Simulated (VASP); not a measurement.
PrBiC:

```xyz
3
Lattice="3.7921 0.0000 0.0000 0.0000 3.7921 0.0000 0.0000 0.0000 6.2864" Properties=species:S:1:pos:R:3 pbc="T T T"
Pr    1.8961    1.8961    0.0000
Bi    1.8961    1.8961    3.1432
C     0.0000    0.0000    0.0000
```

The cell was generated, and may not be a known phase.

```yaml
Program: VASP 6.6.1
Task: relaxation of cell and atoms
Functional: PBE
Potentials_or_basis: VASP PAW PBE potentials, release 64 (Pr_3, Bi_d, C), 4f in core
Cutoff: 600 eV
k_mesh: 4 × 4 × 4
Occupations: gaussian, width 0.1 eV
Spin: no spin polarisation
```

At the start: pressure -3.2 GPa; volume 30.13 Å³/atom.

Task: Where does the relaxation end?

Result: Over 5 steps the energy falls by 99.5 meV/atom and the volume is 28.42 Å³/atom (-5.7 %); space group P4/mmm (No. 123, to 0.1 Å) before and after.

Step by step:
```tsv
step	energy change (eV)	largest force (eV/Å)	pressure (GPa)	volume (Å³)
1	0.0000	0.0000	-3.16	90.40
2	-0.2827	0.0000	1.74	82.56
3	-0.2846	0.0000	1.23	83.10
4	-0.2845	0.0000	1.36	82.95
5	-0.2986	0.0000	0.11	85.25
```

Final structure:
```xyz
3
Lattice="3.5800 0.0000 0.0000 0.0000 3.5800 0.0000 0.0000 0.0000 6.6516" Properties=species:S:1:pos:R:3 pbc="T T T"
Pr    1.7900    1.7900    0.0000
Bi    1.7900    1.7900    3.3258
C     0.0000    0.0000    0.0000
```

Caveat: the k points lie up to 0.44 Å⁻¹ apart in the final cell, too coarse for converged energies and pressures of a metal.
